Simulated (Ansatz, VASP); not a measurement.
**Two plane-wave programs on Si**

```
CELL_PARAMETERS angstrom
3.70541 0.00000 0.00000
-1.85271 3.20898 0.00000
0.00000 0.00000 6.61972
ATOMIC_POSITIONS crystal
Si 0.33333 0.66667 0.07258
Si 0.66667 0.33333 0.57258
Si 0.33333 0.66667 0.42742
Si 0.66667 0.33333 0.92742
```

Alike in both runs: task single point; functional LDA; k mesh 12 × 12 × 6; occupations gaussian, width 0.03 eV; no spin polarisation.

|  | VASP | Ansatz |
| --- | --- | --- |
| version | VASP 6.6.1 | Ansatz 0.2.0 |
| potentials or method | VASP PAW LDA potentials, release 64 (Si), cutoff 520 eV | scalar-relativistic, plane waves, PAW |
| valence electrons in the cell | 16 | 16 |

```tsv
	VASP	Ansatz	Ansatz less VASP
gap on the k mesh at the Fermi level (eV)	none	none	-
pressure (GPa)	-0.7	-0.8	-0.08
traceless stress, the component that is largest in VASP (GPa)	-6.44	-6.41	+0.034
rms of the force components (eV/Å)	0.507	0.509	+0.0022
```

Ansatz warns that its potentials were made for another functional, while VASP's fit it. LDA's correlation is that of Perdew and Zunger in VASP and of Perdew and Wang (1992) in Ansatz. Atom by atom the forces differ by 0.002 eV/Å (rms over components). A gap of «none» marks a metal or a gap that the smearing closes.
